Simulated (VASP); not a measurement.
Set up this calculation in VASP 6.6.1, as the native input.

```
Task                   : single point
Functional             : PBEsol
Potentials or basis    : VASP PAW PBE potentials, release 64 (Sc_sv)
Cutoff                 : 520 eV
k mesh                 : 12 × 12 × 12
Occupations            : fermi-dirac, width 0.03 eV
Spin                   : no spin polarisation
Dipole correction      : no
Further INCAR settings : ALGO = Normal; EDIFF = 1e-06; NBANDS = 12
```

The structure of Sc lies in POSCAR:

```
Sc
1.0
   -0.0227050000      2.2591475000      2.2591475000
    2.2591475000     -0.0227050000      2.2591475000
    2.2591475000      2.2591475000     -0.0227050000
Sc
1
Direct
    0.0000000000      0.0000000000      0.0000000000
```

This cell differs from its parent crystal: equal xy, yz and zx shear strains of -1 %.

These files were run (other wordings do the same):

INCAR

```
PREC = Accurate
ENCUT = 520
EDIFF = 1E-6
ISMEAR = -1
SIGMA = 0.03
LREAL = F
LASPH = T
NELM = 100
ALGO = Normal
ISIF = 2
LWAVE = F
LCHARG = T
GGA = PS
LELF = T
LVHAR = T
NBANDS = 12
```

KPOINTS

```
Automatic mesh
0
Gamma
  12 12 12
```

Potentials or basis: VASP PAW PBE potentials, release 64 (Sc_sv).

Run with:

```console
$ cat potpaw_PBE.64/Sc_sv/POTCAR > POTCAR
$ mpirun -np 1 vasp_std > vasp.out
```

It gave:

* Pressure: 0.5 GPa

Caveat: the cell differs from its parent crystal (equal xy, yz and zx shear strains of -1 %); the PAW data sets were made with another functional, which shifts forces and pressure a little.

It took 25 s on 1 thread of Intel(R) Xeon(R) Platinum 8259CL CPU @ 2.50GHz (Skylake/Cascade Lake), on a shared host, peak memory 0.17 GiB.
